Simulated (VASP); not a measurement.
# Tl3S (I4/mmm) in VASP: a series of runs, part 2 of 2

VASP 6.6.1. Earlier steps stand in the parts before.

**4. Single point, PBE**

This run uses another cell than the first one, of 28.48 Å³/atom, 1.124 times its volume.

File INCAR:

```
PREC = Accurate
ENCUT = 520
EDIFF = 1E-7
ISMEAR = -1
SIGMA = 0.05
LREAL = False
LASPH = True
NELM = 80
ALGO = Normal
ISIF = 2
LWAVE = False
LCHARG = True
GGA = PE
LELF = True
LVHAR = True
NBANDS = 30
```

File KPOINTS:

```
regular mesh
0
Gamma
  8 8 8
```

File POSCAR:

```
Tl3S
1.0
   -2.3521033687      2.3521033687      5.1476272115
    2.3521033687     -2.3521033687      5.1476272115
    2.3521033687      2.3521033687     -5.1476272115
Tl S
3 1
Direct
    0.5000000000      0.5000000000      0.0000000000
    0.2500000000      0.7500000000      0.5000000000
    0.7500000000      0.2500000000      0.5000000000
    0.0000000000      0.0000000000      0.0000000000
```

Potentials or basis: VASP PAW PBE potentials, release 64 (Tl_d, S).

On the command line:

```sh
$ cat potpaw_PBE.64/Tl_d/POTCAR potpaw_PBE.64/S/POTCAR > POTCAR
$ mpirun -np 1 vasp_std > vasp.out
```

OUTCAR:

```text
PREC = Accurate
   ENCUT = 520
   EDIFF = 1E-7
   ISMEAR = -1
   LREAL = False
   LASPH = True
   NELM = 80
   ISIF = 2
   GGA = PE

 ion  position               nearest neighbor table
   1  0.500  0.500  0.000-   4 3.33   4 3.33   4 3.33   4 3.33   3 3.49   2 3.49   3 3.49   3 3.49
                             2 3.49   2 3.49   3 3.49   2 3.49
   2  0.250  0.750  0.500-   3 3.33   3 3.33   3 3.33   3 3.33   1 3.49   1 3.49   1 3.49   1 3.49

   3  0.750  0.250  0.500-   2 3.33   2 3.33   2 3.33   2 3.33   1 3.49   1 3.49   1 3.49   1 3.49

   4  0.000  0.000  0.000-   1 3.33   1 3.33   1 3.33   1 3.33

  LATTYP: Found a body centered tetragonal cell.
 ALAT       =     4.7042067374
 C/A-ratio  =     2.1885208278

  Lattice vectors:

 A1 = (  -2.3521033687,   2.3521033687,   5.1476272115)
 A2 = (   2.3521033687,  -2.3521033687,   5.1476272115)
 A3 = (   2.3521033687,   2.3521033687,  -5.1476272115)

Analysis of symmetry for initial positions (statically):
=====================================================================
 Subroutine PRICEL returns:
 Original cell was already a primitive cell.

 Routine SETGRP: Setting up the symmetry group for a
 body centered tetragonal supercell.

 Subroutine GETGRP returns: Found 16 space group operations
 (whereof 16 operations were pure point group operations)
 out of a pool of 16 trial point group operations.

The static configuration has the point symmetry D_4h.

Analysis of symmetry for dynamics (positions and initial velocities):
=====================================================================
 Subroutine PRICEL returns:
 Original cell was already a primitive cell.

 Routine SETGRP: Setting up the symmetry group for a
 body centered tetragonal supercell.

 Subroutine GETGRP returns: Found 16 space group operations
 (whereof 16 operations were pure point group operations)
 out of a pool of 16 trial point group operations.

The dynamic configuration has the point symmetry D_4h.

 Subroutine INISYM returns: Found 16 space group operations
 (whereof 16 operations are pure point group operations),
 and found     1 'primitive' translations

----------------------------------------------------------------------------------------

                                     Primitive cell

  volume of cell :     113.9147

  direct lattice vectors                    reciprocal lattice vectors
    -2.352103369  2.352103369  5.147627211     0.000000000  0.212575691  0.097132131
     2.352103369 -2.352103369  5.147627211     0.212575691  0.000000000  0.097132131
     2.352103369  2.352103369 -5.147627211     0.212575691  0.212575691  0.000000000

  length of vectors
     6.128853598  6.128853598  6.128853598     0.233715801  0.233715801  0.300627426

  position of ions in fractional coordinates (direct lattice)
     0.500000000  0.500000000  0.000000000
     0.250000000  0.750000000  0.500000000
     0.750000000  0.250000000  0.500000000
     0.000000000  0.000000000  0.000000000

  ion indices of the primitive-cell ions
   primitive index   ion index
                 1           1
                 2           2
                 3           3
                 4           4

----------------------------------------------------------------------------------------

 KPOINTS: regular mesh

Automatic generation of k-mesh.
 Grid dimensions read from file:
 generate k-points for:    8    8    8

 Generating k-lattice:

  Cartesian coordinates                     Fractional coordinates (reciprocal lattice)
     0.000000000  0.026571961  0.012141516     0.125000000 -0.000000000  0.000000000
     0.026571961  0.000000000  0.012141516    -0.000000000  0.125000000  0.000000000
     0.026571961  0.026571961  0.000000000     0.000000000  0.000000000  0.125000000

  Length of vectors
     0.029214475  0.029214475  0.037578428

  Shift w.r.t. Gamma in fractional coordinates (k-lattice)
     0.000000000  0.000000000  0.000000000

 Subroutine IBZKPT returns following result:
 ===========================================

 Found     59 irreducible k-points:

 Following reciprocal coordinates:
            Coordinates               Weight
  0.000000  0.000000  0.000000      1.000000
  0.125000 -0.000000  0.000000      8.000000
  0.250000 -0.000000  0.000000      8.000000
  0.375000 -0.000000  0.000000      8.000000
  0.500000 -0.000000  0.000000      4.000000
  0.125000  0.125000  0.000000      8.000000
[... 16 lines left out ...]
  0.250000  0.125000  0.125000     16.000000
  0.375000  0.125000  0.125000      8.000000
 [... further k-points ...]
   k-points           NKPTS =     59   k-points in BZ     NKDIM =     59   number of bands    NBANDS=     30
   number of dos      NEDOS =    301   number of ions     NIONS =      4
   total plane-waves  NPLWV = 110592
   dimension x,y,z NGX =    48 NGY =   48 NGZ =   48
   dimension x,y,z NGXF=    96 NGYF=   96 NGZF=   96
   ions per type =               3   1
   NGX,Y,Z   is equivalent  to a cutoff of  13.02, 13.02, 13.02 a.u.
   NGXF,Y,Z  is equivalent  to a cutoff of  26.04, 26.04, 26.04 a.u.
 SYSTEM =  unknown system
   PREC   = accura    normal or accurate (medium, high low for compatibility)
   ISTART =      0    job   : 0-new  1-cont  2-samecut
   ICHARG =      2    charge: 1-file 2-atom 10-const
   ISPIN  =      1    spin polarized calculation?
   LNONCOLLINEAR =      F non collinear calculations
   LSORBIT =      F    spin-orbit coupling
   LASPH  =      T    aspherical Exc in radial PAW
   ENCUT  =  520.0 eV  38.22 Ry    6.18 a.u.  11.40 11.40 11.40*2*pi/ulx,y,z
   NELM   =     80;   NELMIN=  2; NELMDL= -5     # of ELM steps
   EDIFF  = 0.1E-06   stopping-criterion for ELM
   LREAL  =      F    real-space projection
   EDIFFG = 0.1E-05   stopping-criterion for IOM
   NSW    =      0    number of steps for IOM
   IBRION =     -1    ionic relax: 0-MD 1-quasi-New 2-CG
   NFREE  =      0    steps in history (QN), initial steepest desc. (CG)
   ISIF   =      2    stress and relaxation
   ISYM   =      2    0-nonsym 1-usesym 2-fastsym
   POTIM  = 0.5000    time-step for ionic-motion
   TEBEG  =    0.0;   TEEND  =   0.0 temperature during run
   PSTRESS=    0.0 pullay stress
   NELECT =      45.0000    total number of electrons
   NUPDOWN=      -1.0000    fix difference up-down
   EMIN   =  10.00;   EMAX   =-10.00  energy-range for DOS
   EFERMI =   0.00;   METHOD = LEGACY
   ISMEAR =    -1;   SIGMA  =   0.05  broadening in eV -4-tet -1-fermi 0-gaus
   EFERMI_NEDOS =   21; number of points for ismear=-14 and -15
   IALGO  =     38    algorithm
   IMIX   =      4    mixing-type and parameters
     AMIX     =   0.40;   BMIX     =  1.00
     AMIX_MAG =   1.60;   BMIX_MAG =  1.00
  volume/ion in A,a.u.               =      28.48       192.18
  Fermi-wavevector in a.u.,A,eV,Ry     =   1.201210  2.269958 19.631930  1.442906
  Thomas-Fermi vector in A             =   2.337025
   LORBIT       =      0    0 simple, 1 ext, 2 COOP (PROOUT), +10 PAW based schemes
   GGA     = PE    functional components
   LHFCALC =     F    Hartree Fock is set to
   AEXX    =    0.0000 exact exchange contribution
   IVDW    =     0    specifies the selected vdW correction
   LEPSILON=     F    determine dielectric tensor
   LRPA    =     F    only Hartree local field effects (RPA)
 non-spin polarized calculation
  energy-cutoff  :      520.00
  volume of cell :      113.91
 maximum number of plane-waves:      3091
 NGX is ok and might be reduce to    48
   NGX = 23   NGY = 23   NGZ = 23

 number of electron      44.9999998 magnetization

 Free energy of the ion-electron system (eV)
  ---------------------------------------------------
  ext. energy  EPLUGINS =         0.00000000
  ---------------------------------------------------
  free energy    TOTEN  =       -11.21989094 eV

  energy without entropy =      -11.21022417  energy(sigma->0) =      -11.21505755

 E-fermi :   5.3681     XC(G=0):  -9.7342

 val. band max:        5.3667427342   @ k =  -0.1250   0.1250   0.1250
 cond. band min:       5.4025123712   @ k =   0.1250  -0.0000   0.0000
 fundamental gap:      0.0357696370
 Fermi energy:         5.3681218724

 k-point     1 :       0.0000    0.0000    0.0000
  band No.  band energies     occupation
      1      -6.6103      2.00000
      2      -6.5849      2.00000
      3      -6.3824      2.00000
      4      -6.2827      2.00000
      5      -6.1867      2.00000
      6      -6.1867      2.00000
[... 781 lines left out ...]
     29      11.7251      0.00000
     30      12.4171      0.00000

 [... further k-points ...]
[... 5 lines left out ...]
  --------------------------------------------------------------------------------------
  -------------------------------------------------------------------------------------
  Total       -0.0349201     -0.0349201     -0.0238342      0.0000000      0.0000000      0.0000000
  in kB       -0.4911411     -0.4911411     -0.3352214      0.0000000      0.0000000      0.0000000
  external PRESSURE =      -0.4391679 kB  Pullay stress =       0.0000000 kB

 VOLUME and BASIS-vectors are now :
 -----------------------------------------------------------------------------
  energy-cutoff  :      520.00
  volume of cell :      113.91
      direct lattice vectors                 reciprocal lattice vectors
    -2.352103369  2.352103369  5.147627211     0.000000000  0.212575691  0.097132131
     2.352103369 -2.352103369  5.147627211     0.212575691  0.000000000  0.097132131
     2.352103369  2.352103369 -5.147627211     0.212575691  0.212575691  0.000000000

 POSITION                                       TOTAL-FORCE (eV/Angst)
 -----------------------------------------------------------------------------------
      0.00000      0.00000      5.14763         0.000000      0.000000      0.000000
      2.35210      0.00000      2.57381        -0.000000     -0.000000     -0.000000
      0.00000      2.35210      2.57381        -0.000000      0.000000     -0.000000
      0.00000      0.00000      0.00000         0.000000      0.000000      0.000000
 -----------------------------------------------------------------------------------
    total drift:                                0.000000     -0.000000      0.000000

  FREE ENERGIE OF THE ION-ELECTRON SYSTEM (eV)
  ---------------------------------------------------
  free  energy   TOTEN  =       -11.2198909393 eV

  energy  without entropy=      -11.2102241681  energy(sigma->0) =      -11.21505755
```

OSZICAR:

```text
N       E                     dE             d eps       ncg     rms          rms(c)
DAV:   1     0.238288058283E+03    0.23829E+03   -0.23022E+04  3556   0.136E+03
DAV:   2    -0.318947754314E+01   -0.24148E+03   -0.23363E+03  3912   0.302E+02
DAV:   3    -0.120459520567E+02   -0.88565E+01   -0.87281E+01  4100   0.452E+01
DAV:   4    -0.121452903286E+02   -0.99338E-01   -0.99310E-01  3822   0.496E+00
DAV:   5    -0.121466356459E+02   -0.13453E-02   -0.13453E-02  4098   0.631E-01    0.508E+00
DAV:   6    -0.112258869067E+02    0.92075E+00   -0.33800E+00  3896   0.630E+00    0.399E+00
DAV:   7    -0.112287342009E+02   -0.28473E-02   -0.24849E-01  3672   0.183E+00    0.243E+00
DAV:   8    -0.112205323513E+02    0.82018E-02   -0.33864E-02  3894   0.891E-01    0.445E-01
DAV:   9    -0.112197550054E+02    0.77735E-03   -0.69124E-03  4016   0.317E-01    0.244E-01
DAV:  10    -0.112200266704E+02   -0.27167E-03   -0.20667E-03  3948   0.242E-01    0.113E-01
DAV:  11    -0.112198933229E+02    0.13335E-03   -0.40339E-04  3934   0.104E-01    0.213E-02
DAV:  12    -0.112198918142E+02    0.15087E-05   -0.72971E-05  3792   0.504E-02    0.178E-02
DAV:  13    -0.112198917388E+02    0.75373E-07   -0.28769E-06  3924   0.977E-03    0.146E-02
DAV:  14    -0.112198909886E+02    0.75017E-06   -0.35461E-07  3418   0.273E-03    0.289E-03
DAV:  15    -0.112198909393E+02    0.49375E-07   -0.84798E-07  3088   0.458E-03
   1 F= -.11219891E+02 E0= -.11215058E+02  d E =-.966677E-02
```

Run time: 5.2 min. Hardware: 1 thread of Intel Xeon Platinum 8259CL at 2.50GHz (Skylake/Cascade Lake), shared host; peak memory 0.4 GiB.

Results:

```yaml
Free_energy: -11.2199 eV
Pressure: 0.0 GPa
```

Caveat: spin-orbit coupling is left out, which moves the levels of the heavy elements.

**5. Overview**

| cell | gap on the mesh (eV) | pressure (GPa) |
| --- | --- | --- |
| a = 5.899 Å, angles 134.9, 134.9, 65.6°, 4 atoms | none | 4.9 |
| a = 6.021 Å, angles 134.9, 134.9, 65.7°, 4 atoms | none | 1.9 |
| a = 6.129 Å, angles 134.9, 134.9, 65.7°, 4 atoms | none | 0.0 |

Alike in all rows: task single point; level PBE; potentials or basis VASP PAW PBE potentials, release 64 (Tl_d, S); no spin polarisation; k mesh 8 × 8 × 8; cutoff (eV) 520; smearing fermi-dirac 0.05 eV.

Caveats: spin-orbit coupling is left out, which moves the levels of the heavy elements.

Total energies depend on the potentials used, so only differences within one code and one set of settings carry meaning.
